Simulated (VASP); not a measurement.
**CaS: single point with PBE**

The system is CaS.

```
CELL_PARAMETERS angstrom
4.03885 0.00000 0.00000
0.00000 4.03885 0.00000
0.00000 0.00000 5.71180
ATOMIC_POSITIONS crystal
Ca 0.00000 0.00000 0.00000
Ca 0.50000 0.50000 0.50000
S 0.50000 0.50000 0.00000
S 0.00000 0.00000 0.50000
```

```json
{"Program": "VASP 6.6.1", "Task": "single point", "Functional": "PBE", "Potentials or basis": "VASP PAW PBE potentials, release 64 (Ca_sv, S)", "Cutoff": "500 eV", "k mesh": "8 × 8 × 6", "Occupations": "gaussian, width 0.02 eV", "Spin": "no spin polarisation", "Dipole correction": "no", "Further INCAR settings": "ALGO = Normal; EDIFF = 1e-06; NBANDS = 24"}
```

```yaml
Pressure: 0.1 GPa
Band_gap_on_the_k_mesh: 2.38 eV
```

Levels at points of the mesh, in eV from the valence-band top:
```csv
k point,band 12,band 13,band 14,band 15,band 16,band 17,band 18,band 19,band 20,band 21
"(0.00, 0.00, 0.00)",-0.80,-0.80,0.00,0.00,0.00,2.38,4.09,4.17,4.17,4.17
"(0.50, 0.00, 0.00)",-2.44,-1.33,-1.33,-1.08,-1.08,5.12,5.12,5.46,5.46,5.60
"(0.50, 0.50, 0.00)",-2.26,-0.80,-0.80,-0.80,-0.80,2.38,2.38,5.59,5.59,5.98
"(0.00, 0.00, 0.50)",-1.94,-0.53,-0.53,-0.53,-0.53,3.12,3.12,5.14,5.14,5.15
"(0.50, 0.00, 0.50)",-3.06,-1.14,-1.14,-1.14,-1.14,5.20,5.20,6.03,6.03,6.17
"(0.50, 0.50, 0.50)",-1.76,-1.76,-1.76,-1.53,-1.53,4.82,4.82,4.82,4.82,5.97
```

Wall time 110 s on 1 thread of Intel Xeon 8259CL (shared host), peak memory 0.25 GiB.

A k mesh can miss the band edges.
